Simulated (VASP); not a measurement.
Here is a VASP 6.6.1 calculation.

The input INCAR:

```
ALGO = Normal
EDIFF = 1E-8
ENCUT = 520
GGA = PE
ISIF = 2
ISMEAR = -1
ISPIN = 2
LASPH = T
LCHARG = F
LEFG = T
LMAXMIX = 4
LORBIT = 11
LREAL = F
LWAVE = F
MAGMOM = 2
NBANDS = 14
NELM = 150
PREC = Accurate
SIGMA = 0.08
```

Contents of KPOINTS:

```
k-points
0
Gamma
  16 16 16
```

Contents of POSCAR:

```
Co
1.0
    0.0000000000      1.7593546072      1.7593546072
    1.7593546072      0.0000000000      1.7593546072
    1.7593546072      1.7593546072      0.0000000000
Co
1
Direct
    0.0000000000      0.0000000000      0.0000000000
```

Potentials or basis: VASP PAW PBE potentials, release 64 (Co).

Launch:

```console
$ cat potpaw_PBE.64/Co/POTCAR > POTCAR
$ mpirun -np 1 vasp_std > vasp.out
```

Question: Estimate the net moment.

Answer: 1.62 μB per cell.

Question: What does it give for the pressure?

Answer: -0.5 GPa.

Caveat: without QUAD_EFG the Cq values of the log hold for a quadrupole moment of 1 mb, not for the nuclei.
